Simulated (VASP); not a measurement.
Cd:

```
Cd
1.0
     0.00000    3.04000    3.04000
     3.04000    0.00000    3.04000
     3.04000    3.04000    0.00000
Cd
2
Direct
  0.00000 0.00000 0.00000
  0.25000 0.25000 0.25000
```

This isn't the form of Cd at room conditions, which is hcp.

| Property | Result |
| --- | --- |
| Program | VASP 6.6.1 |
| Task | relaxation of cell and atoms |
| Functional | LDA |
| Potentials or basis | VASP PAW LDA potentials, release 64 (Cd) |
| Cutoff | 600 eV |
| k mesh | 6 × 6 × 6 |
| Occupations | gaussian, width 0.05 eV |
| Spin | no spin polarisation |

At the start: pressure 5.4 GPa; volume 28.09 Å³/atom.

Where does the relaxation end?

Over 3 steps the energy falls by 63.3 meV/atom and the volume is 32.50 Å³/atom (+15.7 %); space group Fd-3m (No. 227, to 0.1 Å) before and after.

The path:
| step | energy change (eV) | largest force (eV/Å) | pressure (GPa) | volume (Å³) |
| --- | --- | --- | --- | --- |
| 1 | 0.0000 | 0.0000 | 5.35 | 56.19 |
| 2 | -0.1259 | 0.0000 | 0.31 | 64.17 |
| 3 | -0.1267 | 0.0000 | -0.03 | 64.99 |

Final structure:
```yaml
crystal:
  lattice:
    - [0.00000, 3.19111, 3.19111]
    - [3.19111, 0.00000, 3.19111]
    - [3.19111, 3.19111, 0.00000]
  atoms:
    - { symbol: Cd, position: [0.00000, 0.00000, 0.00000] }
    - { symbol: Cd, position: [0.25000, 0.25000, 0.25000] }
```

Caveat: the volume moved by over 15 % at a fixed basis, so the end points are rough.
